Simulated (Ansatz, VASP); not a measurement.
## WS2 in VASP and in Ansatz

The input INCAR:

```
SYSTEM = WS2
PREC = Accurate ; ENCUT = 520
EDIFF = 1E-6 ; ISMEAR = -5
SIGMA = 0.05 ; LREAL = .FALSE.
LASPH = .TRUE. ; NELM = 150
ALGO = Normal ; ISIF = 2
LWAVE = .FALSE. ; LCHARG = .FALSE.
MAGMOM = 0 0 0 0 0 0 0 0 0 ; LORBIT = 11
LSORBIT = .TRUE. ; GGA_COMPAT = .FALSE.
LORBMOM = .TRUE. ; LMAXMIX = 4
GGA = PS ; NBANDS = 39
```

KPOINTS

```
regular mesh
0
G
  7 7 7
  0 0 0
```

The input POSCAR:

```
WS2
1.0
    1.5684023653      0.9055175278      6.1219674337
   -1.5684023653      0.9055175278      6.1219674337
    0.0000000000     -1.8110350555      6.1219674337
W S
1 2
Direct
    0.0000000000      0.0000000000      0.0000000000
    0.5810000000      0.5810000000      0.5810000000
    0.7503000000      0.7503000000      0.7503000000
```

File input.yaml:

```yaml
crystal:
  lattice:
    - [1.5684023653, 0.9055175278, 6.1219674337]
    - [-1.5684023653, 0.9055175278, 6.1219674337]
    - [0.0, -1.8110350555, 6.1219674337]
  atoms:
    - { symbol: W, position: [0.0, 0.0, 0.0] }
    - { symbol: S, position: [0.581, 0.581, 0.581] }
    - { symbol: S, position: [0.7503, 0.7503, 0.7503] }
hamiltonian:
  xc: pbesol
  pseudopotentials: { kind: paw_fr }
magnetization:
  noncollinear: true
  spin_orbit: true
kpoints:
  mp_grid: { grid: [7, 7, 7] }
scf:
  occupations: { method: tetrahedron }
output:
  forces: true
  stress: true
  write_density: true
  write_potential: true
  elf: true
  volumetric_format: npy
```

Alike in both runs: task single point; functional PBEsol; k mesh 7 × 7 × 7; occupations tetrahedron; non-collinear spin, spin-orbit coupling.

```csv
,VASP,Ansatz
version,VASP 6.6.1,Ansatz 0.2.0
potentials or method,"VASP PAW PBE potentials, release 64 (W_sv, S)",Ansatz PAW
plane-wave cutoff (eV),520,420
valence electrons in the cell,26,26
```

Ansatz gave:

- pressure (GPa): 2.8
- traceless stress, the component that is largest in VASP (GPa): 0.93
- rms of the force components (eV/Å): 0.290
- net moment per atom (μB): 0.00

Task: Which values does VASP return?

Result: Pressure (GPa): 3.3; traceless stress, the component that is largest in VASP (GPa): 0.88; rms of the force components (eV/Å): 0.303; net moment per atom (μB): 0.00.

VASP's potentials were made for PBE, not for PBEsol. Atom by atom the forces differ by 0.024 eV/Å (rms over components).

Noted on Ansatz's run: odd divisions of the mesh miss points on the zone boundary, where band edges often lie, so the gap on the mesh can be too wide.
